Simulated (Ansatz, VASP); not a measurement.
Given: the input of a run of Ansatz 0.2.0 on Bi.

input.yaml

```yaml
crystal:
  lattice:
    - [3.488598, -3.132578, 0.0]
    - [3.488598, 3.132578, 0.0]
    - [-1.260235, 0.0, 3.11355]
  atoms:
    - { symbol: Bi, position: [0.753061, 0.753061, 0.857382] }
    - { symbol: Bi, position: [0.246939, 0.246939, 0.142618] }
hamiltonian:
  xc: r2scan
  pseudopotentials: { kind: paw }
  dispersion: rvv10
kpoints:
  mp_grid: { grid: [6, 6, 9] }
scf:
  occupations: { method: fermi_dirac, width: 0.05 }
output:
  forces: true
  stress: true
  eigenvalues: true
relax:
  f_tol: 0.01
  max_steps: 40
  cell: { stress_tol: 0.05 }
```

Potentials or basis: Ansatz PAW.

Command:

```sh
$ ansatz run input.yaml --threads 2 --pin off --max-ram 5632MiB --backend cpu --events-out ev --progress --plain --runs-dir out
```

Problem. Set up the same calculation for VASP 6.6.1. Potentials there: VASP PAW PBE potentials, release 64 (Bi_d).

Solution. As run (the cutoff follows the program's own potentials):

Contents of POSCAR:

```
Bi
1.0
    3.4885980000     -3.1325780000      0.0000000000
    3.4885980000      3.1325780000      0.0000000000
   -1.2602350000      0.0000000000      3.1135500000
Bi
2
Direct
    0.7530610000      0.7530610000      0.8573820000
    0.2469390000      0.2469390000      0.1426180000
```

File INCAR.step1:

```
SYSTEM = Bi
PREC = Accurate
ENCUT = 600
ISMEAR = -1
SIGMA = 0.05
LREAL = .False.
LASPH = .True.
NELM = 100
GGA = PE
ALGO = Normal
EDIFF = 1E-4
LWAVE = .True.
LCHARG = .False.
```

Contents of INCAR.step2:

```
SYSTEM = Bi
PREC = Accurate
ENCUT = 600
EDIFF = 1E-6
ISMEAR = -1
SIGMA = 0.05
LREAL = .False.
LASPH = .True.
NELM = 100
ALGO = Normal
ISIF = 3
LWAVE = .False.
LCHARG = .False.
METAGGA = R2SCAN
LMIXTAU = .True.
LUSE_VDW = .True.
IVDW_NL = 2
BPARAM = 11.95
CPARAM = 0.0093
IBRION = 2
NSW = 60
EDIFFG = -0.01
ISTART = 1
```

The input KPOINTS:

```
Automatic mesh
0
Gamma
  6 6 9
  0 0 0
```

Potentials or basis: VASP PAW PBE potentials, release 64 (Bi_d).

Run with:

```bash
$ cat potpaw_PBE.64/Bi_d/POTCAR > POTCAR
$ cp INCAR.step1 INCAR
$ mpirun -np 1 vasp_std > vasp.out
$ cp INCAR.step2 INCAR
$ mpirun -np 1 vasp_std > vasp.out
```

Both were run:

|  | VASP | Ansatz | Ansatz less VASP |
| --- | --- | --- | --- |
| gap on the k mesh at the Fermi level, each at its own relaxed structure (eV) | none | none | - |
| relaxed volume (Å³/atom) | 33.13 | 33.02 | -0.104 |
| relaxed length of the cell vector where the two differ most in proportion (Å) | 4.629 | 4.626 | -0.0034 |

VASP's potentials were made for PBE, not for r2SCAN. A gap of «none» marks a metal or a gap that the smearing closes.

Neither program's run includes spin-orbit coupling. Noted on Ansatz's run: the plane-wave basis is chosen anew once the cell has moved, so the energies of steps on either side of that aren't comparable.
